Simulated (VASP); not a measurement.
# MgO (rocksalt type) (Fm-3m) in VASP: a series of runs, part 2 of 2

VASP 6.6.1. The steps go on from the part before.

### Step 3. Relaxation of cell and atoms, PBE, target pressure 110 GPa, at which the enthalpy is minimised

File INCAR:

```
PREC = Accurate
ENCUT = 600
EDIFF = 1E-6
ISMEAR = -1
SIGMA = 0.1
LREAL = False
LASPH = True
NELM = 60
ALGO = Normal
ISIF = 3
LWAVE = False
LCHARG = False
GGA = PE
IBRION = 2
NSW = 32
EDIFFG = -0.005
PSTRESS = 1100.0
```

File KPOINTS:

```
regular mesh
0
Gamma
  17 17 17
```

File POSCAR:

```
MgO
1.0
    0.0000000000      1.8892856860      1.8892856860
    1.8892856860      0.0000000000      1.8892856860
    1.8892856860      1.8892856860      0.0000000000
Mg O
1 1
Direct
    0.0000000000      0.0000000000      0.0000000000
    0.5000000000      0.5000000000      0.5000000000
```

Potentials or basis: VASP PAW PBE potentials, release 64 (Mg, O).

The run is started by

```bash
cat potpaw_PBE.64/Mg/POTCAR potpaw_PBE.64/O/POTCAR > POTCAR
mpirun -np 1 vasp_std > vasp.out
```

OUTCAR:

```text
PREC = Accurate
   ENCUT = 600
   EDIFF = 1E-6
   ISMEAR = -1
   LREAL = False
   LASPH = True
   NELM = 60
   ISIF = 3
   GGA = PE
   IBRION = 2
   NSW = 32
   EDIFFG = -0.005
   PSTRESS = 1100.0

 ion  position               nearest neighbor table
   1  0.000  0.000  0.000-   2 1.89   2 1.89   2 1.89   2 1.89   2 1.89   2 1.89
   2  0.500  0.500  0.500-   1 1.89   1 1.89   1 1.89   1 1.89   1 1.89   1 1.89

  LATTYP: Found a face centered cubic cell.
 ALAT       =     3.7785713720

  Lattice vectors:

 A1 = (   0.0000000000,   1.8892856860,   1.8892856860)
 A2 = (   1.8892856860,   0.0000000000,   1.8892856860)
 A3 = (   1.8892856860,   1.8892856860,   0.0000000000)

Analysis of symmetry for initial positions (statically):
=====================================================================
 Subroutine PRICEL returns:
 Original cell was already a primitive cell.

 Routine SETGRP: Setting up the symmetry group for a
 face centered cubic supercell.

 Subroutine GETGRP returns: Found 48 space group operations
 (whereof 48 operations were pure point group operations)
 out of a pool of 48 trial point group operations.

The static configuration has the point symmetry O_h .

Analysis of symmetry for dynamics (positions and initial velocities):
=====================================================================
 Subroutine PRICEL returns:
 Original cell was already a primitive cell.

 Routine SETGRP: Setting up the symmetry group for a
 face centered cubic supercell.

 Subroutine GETGRP returns: Found 48 space group operations
 (whereof 48 operations were pure point group operations)
 out of a pool of 48 trial point group operations.

The dynamic configuration has the point symmetry O_h .

 Subroutine INISYM returns: Found 48 space group operations
 (whereof 48 operations are pure point group operations),
 and found     1 'primitive' translations

[... 127 lines left out ...]
  energy-cutoff  :      600.00
  volume of cell :       13.49
 maximum number of plane-waves:       465
 NGX is ok and might be reduce to    24
   NGX = 11   NGY = 11   NGZ = 11

--------------------------------------- Ionic step        1  -------------------------------------------

 number of electron       7.9999999 magnetization

 Free energy of the ion-electron system (eV)
  ---------------------------------------------------
  ext. energy  EPLUGINS =         0.00000000
  ---------------------------------------------------
  free energy    TOTEN  =       -10.46369634 eV

  energy without entropy =      -10.46369634  energy(sigma->0) =      -10.46369634

------------------------ aborting loop because EDIFF is reached ----------------------------------------

  FORCE on cell =-STRESS in cart. coord.  units (eV):
  Direction    XX          YY          ZZ          XY          YZ          ZX
  --------------------------------------------------------------------------------------
  -------------------------------------------------------------------------------------
  Total        9.2967279      9.2967279      9.2967279     -0.0000000      0.0000000      0.0000000
  in kB     1104.3781450   1104.3781450   1104.3781450     -0.0000000      0.0000000      0.0000000
  external PRESSURE =       4.3781450 kB  Pullay stress =    1100.0000000 kB
[... 63 lines left out ...]
--------------------------------------- Ionic step        3  -------------------------------------------

 number of electron       7.9999999 magnetization

 Free energy of the ion-electron system (eV)
  ---------------------------------------------------
  ext. energy  EPLUGINS =         0.00000000
  ---------------------------------------------------
  free energy    TOTEN  =       -10.46980864 eV

  energy without entropy =      -10.46980864  energy(sigma->0) =      -10.46980864

 E-fermi :   8.0834     XC(G=0): -12.7260

 val. band max:        6.1124983596   @ k =   0.0000   0.0000   0.0000
 cond. band min:      14.7143142602   @ k =   0.0000   0.0000   0.0000
 fundamental gap:      8.6018159007
 Fermi energy:         8.0833956771

 k-point     1 :       0.0000    0.0000    0.0000
  band No.  band energies     occupation
      1     -13.1652      2.00000
      2       6.1125      2.00000
      3       6.1125      2.00000
      4       6.1125      2.00000
      5      14.7143      0.00000
      6      23.6909      0.00000
      7      23.6909      0.00000
      8      23.6910      0.00000
[... 243 lines left out ...]
 k-point    24 :      -0.1176    0.0588    0.0000
  band No.  band energies     occupation
      1     -12.7869      2.00000
      2       4.6978      2.00000
      3       5.7496      2.00000
      4       5.9025      2.00000
      5      15.8593      0.00000
      6      21.4132      0.00000
      7      24.3873      0.00000
      8      24.6408      0.00000

 [... further k-points ...]

------------------------ aborting loop because EDIFF is reached ----------------------------------------

  FORCE on cell =-STRESS in cart. coord.  units (eV):
  Direction    XX          YY          ZZ          XY          YZ          ZX
  --------------------------------------------------------------------------------------
  -------------------------------------------------------------------------------------
  Total        9.2648622      9.2648622      9.2648622      0.0000000      0.0000000      0.0000000
  in kB     1099.8678010   1099.8678010   1099.8678010      0.0000000      0.0000000      0.0000000
  external PRESSURE =      -0.1321990 kB  Pullay stress =    1100.0000000 kB
[... 21 lines left out ...]
  energy  without entropy=      -10.4698086373  energy(sigma->0) =      -10.46980864

  enthalpy is  TOTEN    =        -1.2038328463 eV   P V=        9.2659757911

 reached required accuracy - stopping structural energy minimisation
```

OSZICAR:

```text
N       E                     dE             d eps       ncg     rms          rms(c)
DAV:   1     0.180580676044E+02    0.18058E+02   -0.56555E+03  3144   0.105E+03
DAV:   2    -0.120152625702E+02   -0.30073E+02   -0.29101E+02  3104   0.164E+02
DAV:   3    -0.123061630814E+02   -0.29090E+00   -0.29090E+00  3680   0.178E+01
DAV:   4    -0.123064550340E+02   -0.29195E-03   -0.29195E-03  3504   0.489E-01
[... 15 lines left out ...]
       N       E                     dE             d eps       ncg     rms          rms(c)
DAV:   1    -0.104699796647E+02    0.18349E-01   -0.41436E-03  2680   0.703E-01    0.980E-02
DAV:   2    -0.104698116739E+02    0.16799E-03   -0.86124E-04  2640   0.242E-01    0.156E-02
DAV:   3    -0.104698091022E+02    0.25717E-05   -0.13466E-05  3048   0.385E-02    0.568E-03
DAV:   4    -0.104698086374E+02    0.46482E-06   -0.77529E-07  1432   0.102E-02
   3 F= -.12038328E+01 E0= -.12038328E+01  d E =-.888005E-05
```

CONTCAR:

```text
MgO
   1.00000000000000
    -0.0000000000000000    1.8897006868615209    1.8897006868615209
     1.8897006868615209   -0.0000000000000000    1.8897006868615209
     1.8897006868615209    1.8897006868615209    0.0000000000000000
  Mg              O
     1     1
Direct
     0.0000000000000000    0.0000000000000000    0.0000000000000000
     0.5000000000000000    0.5000000000000000    0.5000000000000000

  0.00000000E+00  0.00000000E+00  0.00000000E+00
  0.00000000E+00  0.00000000E+00  0.00000000E+00
```

Wall time 48 s (1 thread of Intel Xeon Platinum 8259CL at 2.50GHz (Skylake/Cascade Lake), shared host); peak memory 0.16 GiB.

Results:

```yaml
Free_energy: -10.4698 eV
Relaxed_volume: 6.75 Å³/atom
Relaxed_cell: a = 2.672 Å, b = 2.672 Å, c = 2.672 Å, α = 60.00°, β = 60.00°, γ = 60.00°
Space_group_after_relaxing_to_0.1_Å: Fm-3m (No. 225)
Energy_change_on_relaxing_the_run_minimises_the_enthalpy: -3.1 meV/atom
Ionic_steps: 3
Pressure_after_relaxing: 110.0 GPa
Band_gap_on_the_k_mesh: 8.60 eV
```

Step by step:
```
step  energy change (eV)  largest force (eV/Å)  pressure (GPa)  volume (Å³)
   1              0.0000                0.0000          110.44        13.49
   2             -0.0246                0.0000          108.91        13.52
   3             -0.0061                0.0000          109.99        13.50
```

Final structure:
```
Mg O
1.0
     0.00000    1.88970    1.88970
     1.88970    0.00000    1.88970
     1.88970    1.88970    0.00000
Mg O
1 1
Direct
  0.00000 0.00000 0.00000
  0.50000 0.50000 0.50000
```

Caveat: the cell is relaxed towards a set pressure, so the run minimises the enthalpy, not the energy; an odd mesh through Γ misses points on the zone boundary, where band edges can lie.

### Step 4. Relaxation of cell and atoms, PBE

This run uses another cell than the first one, of 10.00 Å³/atom.

File INCAR:

```
SYSTEM = MgO
PREC = Accurate
ENCUT = 600
EDIFF = 1E-7
ISMEAR = -1
SIGMA = 0.1
LREAL = .FALSE.
LASPH = .TRUE.
NELM = 100
ALGO = Normal
ISIF = 3
LWAVE = .FALSE.
LCHARG = .FALSE.
GGA = PE
IBRION = 2
NSW = 60
EDIFFG = -0.005
```

File KPOINTS:

```
Automatic mesh
0
G
  16 16 16
  0 0 0
```

File POSCAR:

```
MgO
1.0
    0.0000000000      2.1544346900      2.1544346900
    2.1544346900      0.0000000000      2.1544346900
    2.1544346900      2.1544346900      0.0000000000
Mg O
1 1
Direct
    0.0000000000      0.0000000000      0.0000000000
    0.5000000000      0.5000000000      0.5000000000
```

The run is started by

```bash
cat potpaw_PBE.64/Mg/POTCAR potpaw_PBE.64/O/POTCAR > POTCAR
mpirun -np 1 vasp_std > vasp.out
```

Wall time 50 s (1 thread of Intel Xeon Platinum 8259CL at 2.50GHz (Skylake/Cascade Lake), shared host); peak memory 0.17 GiB.

The run converged. Its results:

```
Free energy                           : -11.9171 eV
Relaxed volume                        : 9.56 Å³/atom
Relaxed cell                          : a = 3.001 Å, b = 3.001 Å, c = 3.001 Å, α = 60.00°, β = 60.00°, γ = 60.00°
Space group after relaxing (to 0.1 Å) : Fm-3m (No. 225)
Energy gained by relaxing             : 9.0 meV/atom
Ionic steps                           : 3
Pressure after relaxing               : 0.0 GPa
Band gap on the k mesh                : 4.51 eV
```

Step by step:
```
step  energy change (eV)  largest force (eV/Å)  pressure (GPa)  volume (Å³)
   1              0.0000                0.0000           -6.27        20.00
   2             -0.0168                0.0000            1.84        18.89
   3             -0.0180                0.0000            0.01        19.11
```

Final structure:
```
Mg O
1.0
     0.00000    2.12208    2.12208
     2.12208    0.00000    2.12208
     2.12208    2.12208    0.00000
Mg O
1 1
Direct
  0.00000 0.00000 0.00000
  0.50000 0.50000 0.50000
```

Levels at points of the mesh, in eV from the valence-band top:
| k point | band 1 | band 2 | band 3 | band 4 | band 5 | band 6 | band 7 | band 8 |
| --- | --- | --- | --- | --- | --- | --- | --- | --- |
| (0.00, 0.00, 0.00) | -17.15 | 0.00 | 0.00 | 0.00 | 4.51 | 15.67 | 15.67 | 15.67 |
| (0.50, 0.00, 0.00) | -15.92 | -4.52 | -0.63 | -0.63 | 7.75 | 12.35 | 16.08 | 16.08 |
| (0.50, 0.50, 0.00) | -15.67 | -3.99 | -1.32 | -1.32 | 9.09 | 9.73 | 12.86 | 18.63 |

### Step 5. Summary

```tsv
cell	k mesh	gap on the mesh (eV)	pressure (GPa)
relaxed to 110 GPa from a = 2.671 Å, angles 60.0°, 2 atoms	17 × 17 × 17	8.60	110.0
relaxed to 110 GPa from a = 2.672 Å, angles 60.0°, 2 atoms	17 × 17 × 17	8.60	110.0
relaxed from a = 3.047 Å, angles 60.0°, 2 atoms	16 × 16 × 16	4.51	0.0
```

Alike in all rows: task relaxation of cell and atoms; level PBE; potentials or basis VASP PAW PBE potentials, release 64 (Mg, O); no spin polarisation; cutoff (eV) 600; smearing fermi-dirac 0.1 eV.

Caveats: the cell is relaxed towards a set pressure, so the run minimises the enthalpy, not the energy (at least some runs); an odd mesh through Γ misses points on the zone boundary, where band edges can lie (at least some runs).

Absolute energies hang on the potentials; compare differences alone.
